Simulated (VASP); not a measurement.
# P2W2C3 (C2/m) in VASP: single point with PBE

Aim: the single point of P2W2C3 with PBE.

Everything below comes from runs of VASP 6.6.1. Logs are shortened: lines on timing, memory, paths and dates and some standing lists are left out, and cuts for length are marked.

## Step 1: The cell of the first run

Symmetry: C2/m, No. 12, monoclinic system. Conventional cell: a = 11.122 Å, b = 3.146 Å, c = 5.393 Å, α = 90.00°, β = 113.11°, γ = 90.00°. Within 3.4 Å of P (site symmetry m) lie 5 C at 2.31 to 2.41 Å and 7 W at 3.00 to 3.32 Å and 5 P at 3.15 to 3.37 Å. W (site symmetry m) has 4 C at 1.93 to 2.02 Å and 2 W at 2.68 Å within 2.7 Å. Within 2.6 Å of C (site symmetry m) lie 3 W at 1.96 to 2.02 Å and 3 P at 2.31 to 2.41 Å. Within 2.6 Å of C (site symmetry 2/m) lie 2 W at 1.93 Å and 4 P at 2.41 Å.

## Step 2: Single point, PBE

Contents of POSCAR:

```
P2W2C3
1.0
    0.0000000000      3.1457970000      0.0000000000
    5.5607760000     -1.5728980000      0.0000000000
    2.1166180000      0.0000000000     -4.9599400000
P W C
2 2 3
Direct
    0.3914700000      0.7829400000      0.8193700000
    0.6085300000      0.2170600000      0.1806300000
    0.1576600000      0.3153200000      0.6741000000
    0.8423400000      0.6846800000      0.3259000000
    0.2512000000      0.5024000000      0.2680000000
    0.7488000000      0.4976000000      0.7320000000
    0.0000000000      0.0000000000      0.0000000000
```

Contents of INCAR.step1:

```
PREC     = Accurate       # precision mode
ENCUT    = 520            # plane-wave cutoff, eV
EDIFF    = 1E-7           # SCF threshold, eV
ISMEAR   = -1             # smearing method
SIGMA    = 0.1            # smearing width, eV
LREAL    = False          # projectors in reciprocal space
LASPH    = True           # aspherical terms in the spheres
NELM     = 80             # most SCF steps
ALGO     = Normal         # electronic algorithm
ISIF     = 2              # what is computed and relaxed
LWAVE    = False          # write WAVECAR
LCHARG   = True           # write CHGCAR
LMAXMIX  = 4              # l up to which the mixer works
GGA      = PE             # functional
NBANDS   = 34             # bands
```

Contents of KPOINTS.step1:

```
Automatic mesh
0
Gamma
  7 7 4
```

Contents of INCAR.step2:

```
PREC     = Accurate       # precision mode
ENCUT    = 520            # plane-wave cutoff, eV
EDIFF    = 1E-7           # SCF threshold, eV
ISMEAR   = -5             # smearing method
SIGMA    = 0.1            # smearing width, eV
LREAL    = False          # projectors in reciprocal space
LASPH    = True           # aspherical terms in the spheres
NELM     = 80             # most SCF steps
ALGO     = Normal         # electronic algorithm
ISIF     = 2              # what is computed and relaxed
LWAVE    = False          # write WAVECAR
LCHARG   = False          # write CHGCAR
LMAXMIX  = 4              # l up to which the mixer works
GGA      = PE             # functional
LORBIT   = 10             # projections on sites
NEDOS    = 1001           # points of the DOS
ICHARG   = 11             # starting density
```

Contents of KPOINTS.step2:

```
Automatic mesh
0
Gamma
  11 11 6
```

Potentials or basis: VASP PAW PBE potentials, release 64 (P, W_sv, C).

Launch:

```console
cat potpaw_PBE.64/P/POTCAR potpaw_PBE.64/W_sv/POTCAR potpaw_PBE.64/C/POTCAR > POTCAR
cp INCAR.step1 INCAR
cp KPOINTS.step1 KPOINTS
mpirun -np 1 vasp_std > vasp.out
cp INCAR.step2 INCAR
cp KPOINTS.step2 KPOINTS
mpirun -np 1 vasp_std > vasp.out
```

OUTCAR:

```text
PREC = Accurate
   ENCUT = 520
   EDIFF = 1E-7
   ISMEAR = -5
   LREAL = False
   LASPH = True
   NELM = 80
   ISIF = 2
   GGA = PE
   LORBIT = 10
   ICHARG = 11

 ion  position               nearest neighbor table
   1  0.391  0.783  0.819-   5 2.31   6 2.41   6 2.41   7 2.41   7 2.41   3 3.00   4 3.01   4 3.01
                             3 3.17   3 3.17
   2  0.609  0.217  0.181-   6 2.31   5 2.41   5 2.41   7 2.41   7 2.41   4 3.00   3 3.01   3 3.01
                             4 3.17   4 3.17
   3  0.158  0.315  0.674-   7 1.93   6 1.96   6 1.96   5 2.02   4 2.68   4 2.68   1 3.00   2 3.01
                             2 3.01   1 3.17   1 3.17
   4  0.842  0.685  0.326-   7 1.93   5 1.96   5 1.96   6 2.02   3 2.68   3 2.68   2 3.00   1 3.01
                             1 3.01   2 3.17   2 3.17
   5  0.251  0.502  0.268-   4 1.96   4 1.96   3 2.02   1 2.31   2 2.41   2 2.41
   6  0.749  0.498  0.732-   3 1.96   3 1.96   4 2.02   2 2.31   1 2.41   1 2.41
   7  0.000  0.000  0.000-   3 1.93   4 1.93   2 2.41   1 2.41   2 2.41   1 2.41

  LATTYP: Found a base centered monoclinic cell.
 ALAT       =    11.1215520000
 B/A-ratio  =     0.2828559359
 C/A-ratio  =     0.4848862212
 COS(beta)  =    -0.3924978166

  Lattice vectors:

 A1 = (  -5.5607760000,  -1.5728990000,   0.0000000000)
 A2 = (  -5.5607760000,   1.5728980000,   0.0000000000)
 A3 = (   2.1166180000,   0.0000000000,  -4.9599400000)

Analysis of symmetry for initial positions (statically):
=====================================================================
 Subroutine PRICEL returns:
 Original cell was already a primitive cell.

 Routine SETGRP: Setting up the symmetry group for a
 base centered monoclinic supercell.

 Subroutine GETGRP returns: Found  4 space group operations
 (whereof  4 operations were pure point group operations)
 out of a pool of  4 trial point group operations.

The static configuration has the point symmetry C_2h.

Analysis of symmetry for dynamics (positions and initial velocities):
=====================================================================
 Subroutine PRICEL returns:
 Original cell was already a primitive cell.

 Routine SETGRP: Setting up the symmetry group for a
 base centered monoclinic supercell.

 Subroutine GETGRP returns: Found  4 space group operations
 (whereof  4 operations were pure point group operations)
 out of a pool of  4 trial point group operations.

The dynamic configuration has the point symmetry C_2h.

 Subroutine INISYM returns: Found  4 space group operations
 (whereof  4 operations are pure point group operations),
 and found     1 'primitive' translations

----------------------------------------------------------------------------------------

                                     Primitive cell

  volume of cell :      86.7646

  direct lattice vectors                    reciprocal lattice vectors
     0.000000000  3.145797000  0.000000000     0.089915480  0.317884466  0.038370771
     5.560776000 -1.572898000  0.000000000     0.179831016  0.000000000  0.076741567
     2.116618000  0.000000000 -4.959940000     0.000000000  0.000000000 -0.201615342

  length of vectors
     3.145797000  5.778947814  5.392687323     0.332577274  0.195521003  0.201615342

  position of ions in fractional coordinates (direct lattice)
     0.391470000  0.782940000  0.819370000
     0.608530000  0.217060000  0.180630000
     0.157660000  0.315320000  0.674100000
     0.842340000  0.684680000  0.325900000
     0.251200000  0.502400000  0.268000000
     0.748800000  0.497600000  0.732000000
     0.000000000  0.000000000  0.000000000

  ion indices of the primitive-cell ions
   primitive index   ion index
                 1           1
                 2           2
                 3           3
                 4           4
                 5           5
                 6           6
                 7           7

----------------------------------------------------------------------------------------

 KPOINTS: Automatic mesh

Automatic generation of k-mesh.
 Grid dimensions read from file:
 generate k-points for:   11   11    6

 Generating k-lattice:

  Cartesian coordinates                     Fractional coordinates (reciprocal lattice)
     0.008174135  0.028898588  0.003488252     0.090909091  0.000000000  0.000000000
     0.016348274  0.000000000  0.006976506     0.000000000  0.090909091  0.000000000
     0.000000000  0.000000000 -0.033602557     0.000000000  0.000000000  0.166666667

  Length of vectors
     0.030234298  0.017774637  0.033602557

  Shift w.r.t. Gamma in fractional coordinates (k-lattice)
     0.000000000  0.000000000  0.000000000

 TETIRR: Found   2176 inequivalent tetrahedra from     4356

 Subroutine IBZKPT returns following result:
 ===========================================

 Found    204 irreducible k-points:

 Following reciprocal coordinates:
            Coordinates               Weight
  0.000000  0.000000  0.000000      1.000000
  0.090909  0.000000  0.000000      4.000000
  0.181818  0.000000  0.000000      4.000000
  0.272727  0.000000 -0.000000      4.000000
  0.363636  0.000000  0.000000      4.000000
  0.454545 -0.000000  0.000000      4.000000
[... 16 lines left out ...]
 -0.454545  0.181818  0.000000      4.000000
 -0.363636  0.181818  0.000000      2.000000
 [... further k-points ...]
   k-points           NKPTS =    204   k-points in BZ     NKDIM =    204   number of bands    NBANDS=     30
   number of dos      NEDOS =   1001   number of ions     NIONS =      7
   total plane-waves  NPLWV =  46080
   dimension x,y,z NGX =    24 NGY =   48 NGZ =   40
   dimension x,y,z NGXF=    48 NGYF=   96 NGZF=   80
   ions per type =               2   2   3
   NGX,Y,Z   is equivalent  to a cutoff of  12.68, 13.81, 12.33 a.u.
   NGXF,Y,Z  is equivalent  to a cutoff of  25.37, 27.62, 24.66 a.u.
 SYSTEM =  unknown system
   PREC   = accura    normal or accurate (medium, high low for compatibility)
   ISTART =      0    job   : 0-new  1-cont  2-samecut
   ICHARG =     11    charge: 1-file 2-atom 10-const
   ISPIN  =      1    spin polarized calculation?
   LNONCOLLINEAR =      F non collinear calculations
   LSORBIT =      F    spin-orbit coupling
   LASPH  =      T    aspherical Exc in radial PAW
   ENCUT  =  520.0 eV  38.22 Ry    6.18 a.u.   5.85 10.75 10.03*2*pi/ulx,y,z
   NELM   =     80;   NELMIN=  2; NELMDL=  0     # of ELM steps
   EDIFF  = 0.1E-06   stopping-criterion for ELM
   LREAL  =      F    real-space projection
   EDIFFG = 0.1E-05   stopping-criterion for IOM
   NSW    =      0    number of steps for IOM
   IBRION =     -1    ionic relax: 0-MD 1-quasi-New 2-CG
   NFREE  =      0    steps in history (QN), initial steepest desc. (CG)
   ISIF   =      2    stress and relaxation
   ISYM   =      2    0-nonsym 1-usesym 2-fastsym
   POTIM  = 0.5000    time-step for ionic-motion
   TEBEG  =    0.0;   TEEND  =   0.0 temperature during run
   PSTRESS=    0.0 pullay stress
   NELECT =      50.0000    total number of electrons
   NUPDOWN=      -1.0000    fix difference up-down
   EMIN   =  10.00;   EMAX   =-10.00  energy-range for DOS
   EFERMI =   0.00;   METHOD = LEGACY
   ISMEAR =    -5;   SIGMA  =   0.10  broadening in eV -4-tet -1-fermi 0-gaus
   EFERMI_NEDOS =   21; number of points for ismear=-14 and -15
   IALGO  =     38    algorithm
   IMIX   =      4    mixing-type and parameters
     AMIX     =   0.40;   BMIX     =  1.00
     AMIX_MAG =   1.60;   BMIX_MAG =  1.00
  volume/ion in A,a.u.               =      12.39        83.65
  Fermi-wavevector in a.u.,A,eV,Ry     =   1.362335  2.574440 25.251832  1.855957
  Thomas-Fermi vector in A             =   2.488834
   LORBIT       =     10    0 simple, 1 ext, 2 COOP (PROOUT), +10 PAW based schemes
   GGA     = PE    functional components
   LHFCALC =     F    Hartree Fock is set to
   AEXX    =    0.0000 exact exchange contribution
   IVDW    =     0    specifies the selected vdW correction
   LEPSILON=     F    determine dielectric tensor
   LRPA    =     F    only Hartree local field effects (RPA)
 non-spin polarized calculation
 Fermi weights with tetrahedron method with Bloechl corrections
  energy-cutoff  :      520.00
  volume of cell :       86.76
 maximum number of plane-waves:      2362

 number of electron      50.0000004 magnetization

 Free energy of the ion-electron system (eV)
  ---------------------------------------------------
  ext. energy  EPLUGINS =         0.00000000
  ---------------------------------------------------
  free energy    TOTEN  =       -54.41030086 eV

  energy without entropy =      -54.41030086  energy(sigma->0) =      -54.41030086

 E-fermi :   9.2623     XC(G=0): -12.0622

 val. band max:        9.4149412346   @ k =   0.0000  -0.3636   0.1667
 cond. band min:       9.1394081788   @ k =   0.1818   0.3636   0.5000
 fundamental gap:     -0.2755330557
 Fermi energy:         9.2622635528

 k-point     1 :       0.0000    0.0000    0.0000
  band No.  band energies     occupation
      1     -64.8999      2.00000
      2     -64.8139      2.00000
      3     -29.7833      2.00000
      4     -29.3506      2.00000
      5     -29.3447      2.00000
      6     -29.1551      2.00000
[... 22 lines left out ...]
     29      11.7476      0.00000
     30      11.8933      0.00000

 k-point     2 :       0.0909    0.0000    0.0000
  band No.  band energies     occupation
      1     -64.8973      2.00000
      2     -64.8148      2.00000
      3     -29.7793      2.00000
      4     -29.3916      2.00000
      5     -29.3391      2.00000
      6     -29.1564      2.00000
[... 22 lines left out ...]
     29      11.2976      0.00000
     30      11.8383      0.00000

 k-point     3 :       0.1818    0.0000    0.0000
  band No.  band energies     occupation
      1     -64.8898      2.00000
      2     -64.8175      2.00000
      3     -29.7712      2.00000
      4     -29.4884      2.00000
      5     -29.3236      2.00000
      6     -29.1632      2.00000
[... 22 lines left out ...]
     29      11.2890      0.00000
     30      11.6016      0.00000

 k-point     4 :       0.2727    0.0000   -0.0000
  band No.  band energies     occupation
      1     -64.8787      2.00000
      2     -64.8223      2.00000
      3     -29.7686      2.00000
      4     -29.5997      2.00000
      5     -29.3009      2.00000
      6     -29.1832      2.00000
[... 616 lines left out ...]
     29      10.6314      0.00000
     30      11.1397      0.00000

 k-point    23 :      -0.4545    0.1818    0.0000
  band No.  band energies     occupation
      1     -64.8521      2.00000
      2     -64.8398      2.00000
      3     -29.7805      2.00000
      4     -29.7535      2.00000
      5     -29.2504      2.00000
      6     -29.2287      2.00000
[... 22 lines left out ...]
     29      10.6039      0.00000
     30      10.9085      0.00000

 k-point    24 :      -0.3636    0.1818    0.0000
  band No.  band energies     occupation
      1     -64.8655      2.00000
      2     -64.8298      2.00000
      3     -29.7771      2.00000
      4     -29.6934      2.00000
      5     -29.2752      2.00000
      6     -29.2085      2.00000
[... 22 lines left out ...]
     29      10.1940      0.00000
     30      11.0821      0.00000

 [... further k-points ...]
[... 5 lines left out ...]
  --------------------------------------------------------------------------------------
  -------------------------------------------------------------------------------------
  Total        7.5176164     10.1641638     17.7053243      0.0000010      0.0000014      7.5796246
  in kB      138.8187801    187.6893892    326.9429305      0.0000179      0.0000251    139.9638111
  external PRESSURE =     217.8170332 kB  Pullay stress =       0.0000000 kB

 VOLUME and BASIS-vectors are now :
 -----------------------------------------------------------------------------
  energy-cutoff  :      520.00
  volume of cell :       86.76
      direct lattice vectors                 reciprocal lattice vectors
     0.000000000  3.145797000  0.000000000     0.089915480  0.317884466  0.038370771
     5.560776000 -1.572898000  0.000000000     0.179831016  0.000000000  0.076741567
     2.116618000  0.000000000 -4.959940000     0.000000000  0.000000000 -0.201615342

 POSITION                                       TOTAL-FORCE (eV/Angst)
 -----------------------------------------------------------------------------------
      6.08805      0.00000     -4.06403         0.545800      0.000000     -0.242856
      1.58935      1.57290     -0.89591        -0.545800     -0.000000      0.242856
      3.18024      0.00000     -3.34350        -1.219337     -0.000000     -1.108203
      4.49716      1.57290     -1.61644         1.219337      0.000000      1.108203
      3.36099      0.00000     -1.32926        -2.455013     -0.000000      2.245044
      4.31641      1.57290     -3.63068         2.455013      0.000000     -2.245044
      0.00000      0.00000      0.00000        -0.000000      0.000000      0.000000
 -----------------------------------------------------------------------------------
    total drift:                                0.000000     -0.000000      0.000000

  FREE ENERGIE OF THE ION-ELECTRON SYSTEM (eV)
  ---------------------------------------------------
  free  energy   TOTEN  =       -54.4103008609 eV

  energy  without entropy=      -54.4103008609  energy(sigma->0) =      -54.41030086

 total charge

# of ion       s       p       d       tot
------------------------------------------
    1        1.221   1.021   0.000   2.242
    2        1.221   1.021   0.000   2.242
    3        2.410   6.417   3.706  12.532
    4        2.410   6.417   3.706  12.532
    5        0.899   1.558   0.000   2.457
    6        0.899   1.558   0.000   2.457
    7        0.929   1.492   0.000   2.421
--------------------------------------------------
tot          9.988  19.484   7.411  36.883
```

It took 8.3 min on 1 thread of Intel Xeon Platinum 8259CL at 2.50GHz (Skylake/Cascade Lake), shared host; peak memory 0.54 GiB.

What came out:

```
Valence electrons inside the program's atomic spheres : P 2.24; W 12.53; C 2.46, 2.42 (each value once)
```

Levels at points of the mesh, in eV from the Fermi level:
```
           k point  band 22  band 23  band 24  band 25  band 26  band 27  band 28  band 29
(0.00, 0.00, 0.00)    -1.91    -1.32    -0.68     0.25     0.47     1.26     1.55     2.49
(0.00, 0.00, 0.50)    -2.23    -0.40    -0.39     0.92     1.24     1.34     2.11     2.50
```

Caveat: spin-orbit coupling is left out, which moves the levels of the heavy elements.
